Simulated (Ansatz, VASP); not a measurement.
Ti2W: VASP beside Ansatz

```
CELL_PARAMETERS angstrom
2.80127 0.00000 0.00000
-1.40063 2.42597 0.00000
0.00000 0.00000 13.49637
ATOMIC_POSITIONS crystal
Ti 0.33333 0.66667 0.50000
Ti 0.66667 0.33333 0.00000
Ti 0.66667 0.33333 0.33333
Ti 0.66667 0.33333 0.66667
W 0.33333 0.66667 0.83333
W 0.33333 0.66667 0.16667
```

Alike in both runs: task single point; functional PBE; k mesh 6 × 6 × 2; occupations gaussian, width 0.1 eV; no spin polarisation.

|  | VASP | Ansatz |
| --- | --- | --- |
| version | VASP 6.6.1 | Ansatz 0.2.0 |
| potentials or method | VASP PAW PBE potentials, release 64 (Ti_sv, W_sv), cutoff 520 eV | scalar-relativistic, plane waves, PAW |
| valence electrons in the cell | 76 | 76 |

Ansatz gave:

| Item | Value |
| --- | --- |
| gap on the k mesh at the Fermi level (eV) | none |
| pressure (GPa) | 18.5 |
| traceless stress, the component that is largest in VASP (GPa) | 3.89 |
| rms of the force components (eV/Å) | 0.090 |

Problem. What did VASP give for the same quantities?

Solution. gap on the k mesh at the Fermi level (eV): none; pressure (GPa): 18.3; traceless stress, the component that is largest in VASP (GPa): 3.89; rms of the force components (eV/Å): 0.097.

Atom by atom the forces differ by 0.007 eV/Å (rms over components). A gap of «none» marks a metal or a gap that the smearing closes.

The k mesh is coarse, so the values compare programs but aren't converged. Neither program's run includes spin-orbit coupling.
